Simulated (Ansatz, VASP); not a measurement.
**Si15Ge: VASP beside Ansatz**

```
Ge Si
1.0
     0.00000    5.44633    5.44633
     5.44633    0.00000    5.44633
     5.44633    5.44633    0.00000
Ge Si
1 15
Direct
  0.37500 0.37500 0.37500
  0.37502 0.37502 0.87498
  0.37502 0.87498 0.37502
  0.37502 0.87498 0.87498
  0.87498 0.37502 0.37502
  0.87498 0.37502 0.87498
  0.87498 0.87498 0.37502
  0.87500 0.87500 0.87500
  0.24865 0.24865 0.24865
  0.24865 0.24865 0.75406
  0.24865 0.75406 0.24865
  0.24986 0.75005 0.75005
  0.75406 0.24865 0.24865
  0.75005 0.24986 0.75005
  0.75005 0.75005 0.24986
  0.75005 0.75005 0.75005
```

Alike in both runs: functional PBEsol; k mesh 6 × 6 × 6; occupations gaussian, width 0.02 eV; no spin polarisation.

Ansatz relaxed the structure, and its values are those at the end. VASP's run is a single point on that final structure, the one shown.

```csv
,VASP,Ansatz
version,VASP 6.6.1,Ansatz 0.2.0
potentials or method,"VASP PAW PBE potentials, release 64 (Ge_d, Si), cutoff 520 eV","scalar-relativistic, plane waves, PAW"
valence electrons in the cell,74,74
```

Ansatz gave:

* gap on the k mesh at the Fermi level (eV): 0.41
* least direct gap on the mesh (eV): 0.41
* pressure (GPa): 0.0

**Question.** Which values does VASP return?

**Answer.** gap on the k mesh at the Fermi level (eV): 0.40; least direct gap on the mesh (eV): 0.40; pressure (GPa): 0.1.

VASP's potentials were made for PBE, not for PBEsol. The functional is the same, so the differences come from potentials, cutoffs and numerics.
